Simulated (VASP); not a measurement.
# TaH4 in VASP: notebook

TaH4 is run at these levels: PBE; tasks: single point.

Program: VASP 6.6.1. These are calculated values, not measurements. Logs are shortened: lines on timing, memory, paths and dates and some standing lists are left out, and cuts for length are marked.

**1. The cell of the first run**

The structure is monoclinic, space group C2/m (No. 12). Conventional cell: a = 4.880 Å, b = 2.906 Å, c = 9.418 Å, α = 90.00°, β = 99.99°, γ = 90.00°. Ta (site symmetry 2/m) has 6 H at 2.00 to 2.01 Å within 2.7 Å. Within 1.0 Å of H (site symmetry m) lie 1 H at 0.75 Å. Within 3.0 Å of H (site symmetry m) lie 3 Ta at 2.00 to 2.01 Å and 9 H at 2.79 to 2.91 Å.

**2. Single point, PBE**

The input, INCAR:

```
ALGO = Normal
EDIFF = 1E-6
ENCUT = 520
GGA = PE
ISIF = 2
ISMEAR = 0
LASPH = True
LCHARG = True
LELF = True
LREAL = False
LVHAR = True
LWAVE = False
NBANDS = 26
NELM = 80
PREC = Accurate
SIGMA = 0.2
```

The input, KPOINTS:

```
k-points
0
Gamma
  8 8 2
```

The input, POSCAR:

```
TaH4
1.0
    2.4400494290     -1.4531888363     -0.0068950096
    2.4400494290      1.4531888363     -0.0068950096
    1.6665036484      0.0000000000     18.5453906536
Ta H
2 8
Direct
    1.0000000000      1.0000000000      0.5000000000
    0.5000000000      0.5000000000      0.0000000000
    0.6864849643      0.6864849643      0.2628331836
    0.1864849643      0.1864849643      0.7628331836
    0.3568402256      0.3568402256      0.4383377450
    0.8568402256      0.8568402256      0.9383377450
    0.1431597744      0.1431597744      0.0616622549
    0.6431597744      0.6431597744      0.5616622550
    0.8135150357      0.8135150357      0.2371668164
    0.3135150357      0.3135150357      0.7371668164
```

Potentials or basis: VASP PAW PBE potentials, release 64 (Ta_pv, H).

On the command line:

```bash
cat potpaw_PBE.64/Ta_pv/POTCAR potpaw_PBE.64/H/POTCAR > POTCAR
mpirun -np 1 vasp_std > vasp.out
```

OUTCAR:

```text
EDIFF = 1E-6
   ENCUT = 520
   GGA = PE
   ISIF = 2
   ISMEAR = 0
   LASPH = True
   LREAL = False
   NELM = 80
   PREC = Accurate

 ion  position               nearest neighbor table
   1  0.000  0.000  0.500-   5 2.00   8 2.00   8 2.01   8 2.01   5 2.01   5 2.01
   2  0.500  0.500  0.000-   7 2.00   6 2.00   7 2.01   7 2.01   6 2.01   6 2.01
   3  0.686  0.686  0.263-   9 0.75
   4  0.186  0.186  0.763-  10 0.75
   5  0.357  0.357  0.438-   1 2.00   1 2.01   1 2.01
   6  0.857  0.857  0.938-   2 2.00   2 2.01   2 2.01
   7  0.143  0.143  0.062-   2 2.00   2 2.01   2 2.01
   8  0.643  0.643  0.562-   1 2.00   1 2.01   1 2.01
   9  0.814  0.814  0.237-   3 0.75
  10  0.314  0.314  0.737-   4 0.75
[... 9 lines left out ...]
 A1 = (  -2.4400494290,   1.4531888363,   0.0068950096)
 A2 = (  -2.4400494290,  -1.4531888363,   0.0068950096)
 A3 = (   1.6665036484,   0.0000000000,  18.5453906536)

Analysis of symmetry for initial positions (statically):
=====================================================================
 Subroutine PRICEL returns following result:

  LATTYP: Found a base centered monoclinic cell.
 ALAT       =     4.8801183416
 B/A-ratio  =     0.5955547528
 C/A-ratio  =     1.9298045593
 COS(beta)  =    -0.1733987533

  Lattice vectors:

 A1 = (  -2.4400494290,  -1.4531888363,   0.0068950096)
 A2 = (  -2.4400494290,   1.4531888363,   0.0068950096)
 A3 = (   1.6067976048,   0.0000000000,  -9.2795903364)

   2 primitive cells build up your supercell.

 Routine SETGRP: Setting up the symmetry group for a
 base centered monoclinic supercell.

 Subroutine GETGRP returns: Found  4 space group operations
 (whereof  4 operations were pure point group operations)
 out of a pool of  4 trial point group operations.

The static configuration has the point symmetry C_2h.

Analysis of symmetry for dynamics (positions and initial velocities):
=====================================================================
 Subroutine PRICEL returns following result:

  LATTYP: Found a base centered monoclinic cell.
 ALAT       =     4.8801183416
 B/A-ratio  =     0.5955547528
 C/A-ratio  =     1.9298045593
 COS(beta)  =    -0.1733987533

  Lattice vectors:

 A1 = (  -2.4400494290,  -1.4531888363,   0.0068950096)
 A2 = (  -2.4400494290,   1.4531888363,   0.0068950096)
 A3 = (   1.6067976048,   0.0000000000,  -9.2795903364)

   2 primitive cells build up your supercell.

 Routine SETGRP: Setting up the symmetry group for a
[... 114 lines left out ...]
   EDIFFG = 0.1E-04   stopping-criterion for IOM
   NSW    =      0    number of steps for IOM
   IBRION =     -1    ionic relax: 0-MD 1-quasi-New 2-CG
   NFREE  =      0    steps in history (QN), initial steepest desc. (CG)
   ISIF   =      2    stress and relaxation
   ISYM   =      2    0-nonsym 1-usesym 2-fastsym
   POTIM  = 0.5000    time-step for ionic-motion
   TEBEG  =    0.0;   TEEND  =   0.0 temperature during run
   PSTRESS=    0.0 pullay stress
   NELECT =      30.0000    total number of electrons
   NUPDOWN=      -1.0000    fix difference up-down
   EMIN   =  10.00;   EMAX   =-10.00  energy-range for DOS
   EFERMI =   0.00;   METHOD = LEGACY
   ISMEAR =     0;   SIGMA  =   0.20  broadening in eV -4-tet -1-fermi 0-gaus
   EFERMI_NEDOS =   21; number of points for ismear=-14 and -15
   IALGO  =     38    algorithm
   IMIX   =      4    mixing-type and parameters
     AMIX     =   0.40;   BMIX     =  1.00
     AMIX_MAG =   1.60;   BMIX_MAG =  1.00
  volume/ion in A,a.u.               =      13.16        88.78
  Fermi-wavevector in a.u.,A,eV,Ry     =   1.000191  1.890087 13.611024  1.000382
  Thomas-Fermi vector in A             =   2.132531
   LORBIT       =      0    0 simple, 1 ext, 2 COOP (PROOUT), +10 PAW based schemes
   GGA     = PE    functional components
   LHFCALC =     F    Hartree Fock is set to
   AEXX    =    0.0000 exact exchange contribution
   IVDW    =     0    specifies the selected vdW correction
   LEPSILON=     F    determine dielectric tensor
   LRPA    =     F    only Hartree local field effects (RPA)
 non-spin polarized calculation
 Gauss-broadening in eV      SIGMA  =   0.20
  energy-cutoff  :      520.00
  volume of cell :      131.55
 maximum number of plane-waves:      3580
 NGX is ok and might be reduce to    24

 number of electron      29.9999999 magnetization

 Free energy of the ion-electron system (eV)
  ---------------------------------------------------
  ext. energy  EPLUGINS =         0.00000000
  ---------------------------------------------------
  free energy    TOTEN  =       -49.69739789 eV

  energy without entropy =      -49.62998064  energy(sigma->0) =      -49.66368926

 E-fermi :  -0.2649     XC(G=0):  -7.3153

 val. band max:       -0.3551165899   @ k =   0.5000   0.2500   0.5000
 cond. band min:      -0.2290279581   @ k =  -0.2500   0.1250  -0.0000
 fundamental gap:      0.1260886317
 Fermi energy:        -0.2648525265

 k-point     1 :       0.0000    0.0000    0.0000
  band No.  band energies     occupation
      1     -35.3087      2.00000
      2     -35.3087      2.00000
      3     -34.3139      2.00000
      4     -34.3139      2.00000
      5     -34.2331      2.00000
      6     -34.2331      2.00000
[... 685 lines left out ...]
     25       6.2275      0.00000
     26       6.6182      0.00000

 [... further k-points ...]
[... 5 lines left out ...]
  --------------------------------------------------------------------------------------
  -------------------------------------------------------------------------------------
  Total        0.4476977     -0.0939725     -0.1729002      0.0000000      0.0000000      0.0276527
  in kB        5.4525355     -1.1444959     -2.1057613      0.0000000      0.0000000      0.3367841
  external PRESSURE =       0.7340928 kB  Pullay stress =       0.0000000 kB

 VOLUME and BASIS-vectors are now :
 -----------------------------------------------------------------------------
  energy-cutoff  :      520.00
  volume of cell :      131.55
      direct lattice vectors                 reciprocal lattice vectors
     2.440049429 -1.453188836 -0.006895010     0.204861862 -0.344070906 -0.018409051
     2.440049429  1.453188836 -0.006895010     0.204861862  0.344070906 -0.018409051
     1.666503648  0.000000000 18.545390654     0.000152332  0.000000000  0.053908066

 POSITION                                       TOTAL-FORCE (eV/Angst)
 -----------------------------------------------------------------------------------
      0.83325      0.00000      9.27270         0.000000      0.000000     -0.000000
      2.44005      0.00000     -0.00690         0.000000      0.000000     -0.000000
      3.78813      0.00000      4.86488         0.009199      0.000000     -0.007280
      2.18133      0.00000     14.14447         0.009199      0.000000     -0.007280
      2.47191      0.00000      8.12422        -0.003434      0.000000      0.016972
      5.74521      0.00000     17.39002        -0.003434      0.000000      0.016972
      0.80139      0.00000      1.14158         0.003434      0.000000     -0.016972
      4.07470      0.00000     10.40738         0.003434      0.000000     -0.016972
      4.36527      0.00000      4.38713        -0.009199      0.000000      0.007280
      2.75848      0.00000     13.66672        -0.009199      0.000000      0.007280
 -----------------------------------------------------------------------------------
    total drift:                                0.000000     -0.000000      0.000000

  FREE ENERGIE OF THE ION-ELECTRON SYSTEM (eV)
  ---------------------------------------------------
  free  energy   TOTEN  =       -49.6973978871 eV

  energy  without entropy=      -49.6299806353  energy(sigma->0) =      -49.66368926
```

It took 3.7 min on 1 thread of Intel Xeon 6975P-C (Granite Rapids), shared host; peak memory 0.32 GiB.

What came out:

```
Free energy            : -49.6974 eV
Pressure               : 0.1 GPa
Largest force          : 0.017 eV/Å
Band gap on the k mesh : zero (bands 15 and 16 overlap by 1.86 eV)
```

Forces in eV/Å, atoms in the order of the input:
```
Ta   0.000  0.000  0.000
Ta   0.000  0.000  0.000
H    0.009  0.000 -0.007
H    0.009  0.000 -0.007
H   -0.003  0.000  0.017
H   -0.003  0.000  0.017
H    0.003  0.000 -0.017
H    0.003  0.000 -0.017
H   -0.009  0.000  0.007
H   -0.009  0.000  0.007
```

Stress tensor (GPa, compression positive):
```
 0.55  0.00  0.03
 0.00 -0.11  0.00
 0.03  0.00 -0.21
```

Caveat: spin-orbit coupling is left out, which moves the levels of the heavy elements.

**3. Single point, PBE**

This run uses another cell than the first one: it holds 5 atoms, not 10.

The input, INCAR:

```
SYSTEM = TaH4
  PREC = Accurate
  ENCUT = 520
  EDIFF = 1E-6
  ISMEAR = 0
  SIGMA = 0.1
  LREAL = .False.
  LASPH = .True.
  NELM = 60
  ALGO = Normal
  ISIF = 2
  LWAVE = .False.
  LCHARG = .False.
  GGA = PE
  NBANDS = 16
```

The input, KPOINTS:

```
regular mesh
0
Gamma
  12 12 4
  0 0 0
```

The input, POSCAR:

```
TaH4
1.0
    2.4400494290     -1.4531888363     -0.0068950096
    2.4400494290      1.4531888363     -0.0068950096
   -1.6067976048      0.0000000000      9.2795903364
Ta H
1 4
Direct
    0.5000000000      0.5000000000      0.0000000000
    0.9493181479      0.9493181479      0.5256663672
    0.7951779706      0.7951779706      0.8766754901
    0.2048220294      0.2048220294      0.1233245099
    0.0506818521      0.0506818521      0.4743336328
```

Potentials or basis: VASP PAW PBE potentials, release 64 (Ta_pv, H).

On the command line:

```bash
cat potpaw_PBE.64/Ta_pv/POTCAR potpaw_PBE.64/H/POTCAR > POTCAR
mpirun -np 1 vasp_std > vasp.out
```

Wall time 2.6 min (1 thread of Intel Xeon 6975P-C (Granite Rapids), shared host); peak memory 0.3 GiB.

The run converged. Its results:

```
Free energy            : -24.8645 eV
Pressure               : -0.1 GPa
Largest force          : 0.012 eV/Å
Band gap on the k mesh : zero (an odd number of electrons rules out a gap without spin polarisation)
```

Forces in eV/Å, atoms in the order of the input:
```
Ta   0.000  0.000  0.000
H    0.009  0.000 -0.007
H    0.001  0.000 -0.009
H   -0.001  0.000  0.009
H   -0.009  0.000  0.007
```

Levels at points of the mesh, in eV from the Fermi level:
```tsv
k point	band 5	band 6	band 7	band 8	band 9	band 10	band 11	band 12
(0.00, 0.00, 0.00)	-7.31	-4.96	-2.32	-0.16	0.53	3.38	3.49	3.59
(0.50, 0.00, 0.00)	-5.50	-3.67	-3.52	0.42	2.17	4.01	5.23	6.19
(0.50, 0.50, 0.00)	-5.19	-3.45	-3.45	0.59	1.79	3.83	4.76	6.42
(0.00, 0.00, 0.50)	-7.32	-4.92	-2.37	-0.16	0.53	3.38	3.58	3.67
(0.50, 0.00, 0.50)	-5.50	-3.67	-3.52	0.42	2.17	3.93	5.35	6.19
(0.50, 0.50, 0.50)	-5.19	-3.45	-3.45	0.58	1.79	4.15	4.39	6.42
```

Caveat: spin-orbit coupling is left out, which moves the levels of the heavy elements.

**4. Single point, PBE**

This run uses another cell than the first one, of 13.35 Å³/atom.

The input, INCAR:

```
SYSTEM = TaH4
  PREC = Accurate
  ENCUT = 520
  EDIFF = 1E-6
  ISMEAR = 0
  SIGMA = 0.2
  LREAL = .False.
  LASPH = .True.
  NELM = 80
  ALGO = Normal
  ISIF = 2
  LWAVE = .False.
  LCHARG = .False.
  GGA = PE
  NBANDS = 26
```

The input, KPOINTS:

```
Automatic mesh
0
Gamma
  8 8 2
  0 0 0
```

The input, POSCAR:

```
TaH4
1.0
    2.4651649328     -1.4443509208      0.0226865812
    2.4661498138      1.4459729659      0.0287626470
    1.9308545260      0.0391817732     18.7591866642
Ta H
2 8
Direct
    0.9989383771      0.9984618028      0.4984680197
    0.4827168080      0.5227394320     -0.0006224565
    0.6856644624      0.6819204598      0.2639737774
    0.2100831907      0.1608764866      0.7644936871
    0.3583635020      0.3607576636      0.4379879423
    0.8419894298      0.8853718011      0.9389696486
    0.1237139135      0.1606495215      0.0597846153
    0.6391249465      0.6358056756      0.5588962120
    0.8291175273      0.8036688244      0.2403109248
    0.3302878425      0.2897483327      0.7377376293
```

On the command line:

```bash
cat potpaw_PBE.64/Ta_pv/POTCAR potpaw_PBE.64/H/POTCAR > POTCAR
mpirun -np 1 vasp_std > vasp.out
```

Wall time 4.1 min (1 thread of Intel Xeon 6975P-C (Granite Rapids), shared host); peak memory 0.38 GiB.

The run converged. Its results:

```yaml
Free_energy: -49.7020 eV
Pressure: -0.1 GPa
Largest_force: 0.030 eV/Å
Band_gap_on_the_k_mesh: zero (bands 15 and 16 overlap by 1.78 eV)
```

Forces on the atoms (eV/Å):
```
Ta  -0.008  0.000 -0.003
Ta   0.008  0.001  0.000
H    0.023 -0.002 -0.012
H    0.019  0.001 -0.022
H   -0.001  0.004 -0.009
H   -0.002  0.001 -0.015
H   -0.006 -0.002  0.015
H    0.008 -0.004  0.013
H   -0.023  0.002  0.010
H   -0.019 -0.001  0.021
```

Stress tensor (GPa, compression positive):
```
 0.05 -0.01  0.04
-0.01 -0.30 -0.02
 0.04 -0.02 -0.07
```

Levels at points of the mesh, in eV from the Fermi level:
```tsv
k point	band 10	band 11	band 12	band 13	band 14	band 15	band 16	band 17	band 18	band 19
(0.00, 0.00, 0.00)	-7.23	-4.89	-4.85	-2.27	-2.23	0.05	0.06	0.39	0.39	3.44
(0.50, 0.00, 0.00)	-5.43	-3.61	-3.61	-3.43	-3.43	0.50	0.50	2.11	2.11	4.04
(0.00, 0.50, 0.00)	-5.43	-3.61	-3.61	-3.43	-3.43	0.50	0.50	2.12	2.12	4.03
(0.50, 0.50, 0.00)	-5.21	-3.50	-3.50	-3.40	-3.39	0.58	0.59	1.93	1.93	3.83
(0.00, 0.00, 0.50)	-7.23	-4.87	-4.87	-2.25	-2.25	0.05	0.06	0.39	0.39	3.44
(0.50, 0.00, 0.50)	-5.43	-3.61	-3.61	-3.43	-3.43	0.50	0.51	2.11	2.11	4.00
(0.00, 0.50, 0.50)	-5.43	-3.61	-3.61	-3.43	-3.43	0.50	0.50	2.12	2.12	4.00
(0.50, 0.50, 0.50)	-5.21	-3.50	-3.50	-3.40	-3.39	0.58	0.58	1.93	1.93	3.90
```

Caveat: spin-orbit coupling is left out, which moves the levels of the heavy elements.

**5. The runs side by side**

```tsv
cell	k mesh	smearing	gap on the mesh (eV)	pressure (GPa)	largest force (eV/Å)
a = 2.840, b = 2.840, c = 18.620 Å, angles 85.7, 85.7, 61.6°, 10 atoms, atomic positions A	8 × 8 × 2	gaussian 0.2 eV	none	0.1	0.02
a = 2.840, b = 2.840, c = 9.418 Å, angles 98.6, 98.6, 61.6°, 5 atoms, atomic positions B	12 × 12 × 4	gaussian 0.1 eV	none	-0.1	0.01
a = 2.857, b = 2.859, c = 18.858 Å, angles 84.3, 84.5, 60.7°, 10 atoms, atomic positions C	8 × 8 × 2	gaussian 0.2 eV	none	-0.1	0.03
```

Alike in all rows: task single point; level PBE; potentials or basis VASP PAW PBE potentials, release 64 (Ta_pv, H); no spin polarisation; cutoff (eV) 520.

Caveats: spin-orbit coupling is left out, which moves the levels of the heavy elements.

Absolute energies hang on the potentials; compare differences alone.
